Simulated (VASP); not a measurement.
Set up this calculation in VASP 6.6.1, as the native input.

- Task: relaxation of cell and atoms
- Functional: r2SCAN
- Potentials or basis: VASP PAW PBE potentials, release 64 (Hf_pv, B)
- Cutoff: 600 eV
- k mesh: 16 × 16 × 16
- Occupations: fermi-dirac, width 0.05 eV
- Spin: no spin polarisation
- Dipole correction: no
- Further INCAR settings: ALGO = Normal; EDIFF = 1e-06; IBRION = 2; EDIFFG = -0.005; NSW = 60; ISIF = 3

Crystal: HfB (rocksalt type).

```
Hf B
1.0
     0.00000    2.31000    2.31000
     2.31000    0.00000    2.31000
     2.31000    2.31000    0.00000
Hf B
1 1
Direct
  0.00000 0.00000 0.00000
  0.50000 0.50000 0.50000
```

These files were run (other wordings do the same):

POSCAR

```
HfB
1.0
    0.0000000000      2.3100000000      2.3100000000
    2.3100000000      0.0000000000      2.3100000000
    2.3100000000      2.3100000000      0.0000000000
Hf B
1 1
Direct
    0.0000000000      0.0000000000      0.0000000000
    0.5000000000      0.5000000000      0.5000000000
```

INCAR.step1

```
PREC = Accurate
ENCUT = 600
ISMEAR = -1
SIGMA = 0.05
LREAL = False
LASPH = True
NELM = 100
GGA = PE
ALGO = Normal
EDIFF = 1E-4
LWAVE = True
LCHARG = False
```

INCAR.step2

```
PREC = Accurate
ENCUT = 600
EDIFF = 1E-6
ISMEAR = -1
SIGMA = 0.05
LREAL = False
LASPH = True
NELM = 100
ALGO = Normal
ISIF = 3
LWAVE = False
LCHARG = False
METAGGA = R2SCAN
LMIXTAU = True
IBRION = 2
NSW = 60
EDIFFG = -0.005
ISTART = 1
```

KPOINTS

```
Automatic mesh
0
Gamma
  16 16 16
```

Potentials or basis: VASP PAW PBE potentials, release 64 (Hf_pv, B).

The run is started by

```console
$ cat potpaw_PBE.64/Hf_pv/POTCAR potpaw_PBE.64/B/POTCAR > POTCAR
$ cp INCAR.step1 INCAR
$ mpirun -np 1 vasp_std > vasp.out
$ cp INCAR.step2 INCAR
$ mpirun -np 1 vasp_std > vasp.out
```

Results of the run:

```json
{"Relaxed volume": "14.02 Å³/atom", "Relaxed cell": "a = 3.410 Å, b = 3.410 Å, c = 3.410 Å, α = 60.00°, β = 60.00°, γ = 60.00°", "Space group after relaxing (to 0.1 Å)": "Fm-3m (No. 225)", "Energy gained by relaxing": "142.2 meV/atom", "Ionic steps": "16", "Pressure after relaxing": "0.0 GPa", "Band gap on the k mesh": "zero (an odd number of electrons rules out a gap without spin polarisation)"}
```

Caveat: the PAW data sets were made with another functional, which shifts forces and pressure a little; spin-orbit coupling is left out, which moves the levels of the heavy elements.

Run time: 25 min on 1 thread of Intel Xeon 8259CL, on a shared host, peak memory 0.22 GiB.
